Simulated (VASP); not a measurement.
A run of VASP 6.6.1 is set up as follows.

INCAR

```
PREC = Accurate
ENCUT = 520
EDIFF = 1E-6
ISMEAR = -1
SIGMA = 0.05
LREAL = False
LASPH = True
NELM = 100
ALGO = Normal
ISIF = 2
LWAVE = False
LCHARG = True
GGA = CA
LELF = True
LVHAR = True
NBANDS = 16
```

The input KPOINTS:

```
regular mesh
0
Gamma
  8 8 5
```

File POSCAR:

```
Te
1.0
    4.4082837403      0.0000000000      0.0000000000
   -2.2041418701      3.8176857062      0.0000000000
    0.0000000000      0.0000000000      6.0575276095
Te
3
Direct
    0.2855404174      1.0000000000      0.3333333333
    1.0000000000      0.2855404174      0.6666666667
    0.7144595826      0.7144595826      1.0000000000
```

Potentials or basis: VASP PAW LDA potentials, release 64 (Te).

Command:

```bash
$ cat potpaw_LDA.64/Te/POTCAR > POTCAR
$ mpirun -np 1 vasp_std > vasp.out
```

Problem. Predict the pressure.

Solution. -3.7 GPa.

Problem. Estimate the largest force.

Solution. 0.235 eV/Å.

Problem. Predict the band gap on the k mesh.

Solution. 0.45 eV (least direct gap 0.54 eV).

Forces in eV/Å, atoms in the order of the input:
```
Te  -0.235  0.000  0.000
Te   0.118 -0.204  0.000
Te   0.118  0.204  0.000
```

Caveat: the cell stands under tension; spin-orbit coupling is left out, which moves the levels of the heavy elements; an odd mesh through Γ misses points on the zone boundary, where band edges can lie.
